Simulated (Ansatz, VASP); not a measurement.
# Si: VASP beside Ansatz

INCAR

```
PREC = Accurate
ENCUT = 520
EDIFF = 1E-6
ISMEAR = 0
SIGMA = 0.1
LREAL = F
LASPH = T
NELM = 100
ALGO = Normal
ISIF = 2
LWAVE = F
LCHARG = F
GGA = PS
NBANDS = 11
```

File KPOINTS:

```
regular mesh
0
Gamma
  8 8 8
```

The input POSCAR:

```
Si
1.0
    0.0000000000      2.7218511865      2.7218511865
    2.7218511865      0.0000000000      2.7218511865
    2.7218511865      2.7218511865      0.0000000000
Si
2
Direct
    0.5000000000      0.5000000000      0.5000000000
    0.7500000000      0.7500000000      0.7500000000
```

input.yaml

```yaml
crystal:
  lattice:
    - [0.0, 2.7218511865, 2.7218511865]
    - [2.7218511865, 0.0, 2.7218511865]
    - [2.7218511865, 2.7218511865, 0.0]
  atoms:
    - { symbol: Si, position: [0.5, 0.5, 0.5] }
    - { symbol: Si, position: [0.75, 0.75, 0.75] }
kpoints:
  mp_grid: { grid: [8, 8, 8] }
scf:
  occupations: { method: gaussian, width: 0.1 }
hamiltonian:
  xc: pbesol
  pseudopotentials: { kind: all_electron, lapw: { basis_error: 0.001 } }
output:
  forces: true
  stress: true
  eigenvalues: true
```

Alike in both runs: task single point; functional PBEsol; k mesh 8 × 8 × 8; occupations gaussian, width 0.1 eV; no spin polarisation.

|  | VASP | Ansatz |
| --- | --- | --- |
| version | VASP 6.6.1 | Ansatz 0.2.0 |
| potentials or method | VASP PAW PBE potentials, release 64 (Si), cutoff 520 eV | all-electron LAPW, scalar-relativistic |

Ansatz gave:

* gap on the k mesh at the Fermi level (eV): 0.52
* least direct gap on the mesh (eV): 2.52
* pressure (GPa): -0.6

What did VASP give for the same quantities?

gap on the k mesh at the Fermi level (eV): 0.51; least direct gap on the mesh (eV): 2.51; pressure (GPa): -0.4.

VASP's potentials were made for PBE, not for PBEsol. Ansatz ran all-electron here, and VASP with PAW potentials.
